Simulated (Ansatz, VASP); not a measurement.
**Ta: VASP beside Ansatz**

```xyz
1
Lattice="-1.6183 1.6183 1.6513 1.6183 -1.6183 1.6513 1.6183 1.6183 -1.6513" Properties=species:S:1:pos:R:3 pbc="T T T"
Ta    0.0000    0.0000    0.0000
```

Change from the starting cell: equal xx and yy strain of -2 %.

Alike in both runs: task single point; functional PBEsol; k mesh 15 × 15 × 15; occupations fermi-dirac, width 0.05 eV; no spin polarisation.

|  | VASP | Ansatz |
| --- | --- | --- |
| version | VASP 6.6.1 | Ansatz 0.2.0 |
| potentials or method | VASP PAW PBE potentials, release 64 (Ta_pv), cutoff 520 eV | all-electron LAPW, scalar-relativistic |

```tsv
	VASP	Ansatz	Ansatz less VASP
pressure (GPa)	4.6	4.2	-0.40
traceless stress, the component that is largest in VASP (GPa)	-1.95	-1.95	-0.003
```

VASP's potentials were made for PBE, not for PBEsol. Ansatz ran all-electron here, and VASP with PAW potentials.

Spin-orbit coupling is off throughout.
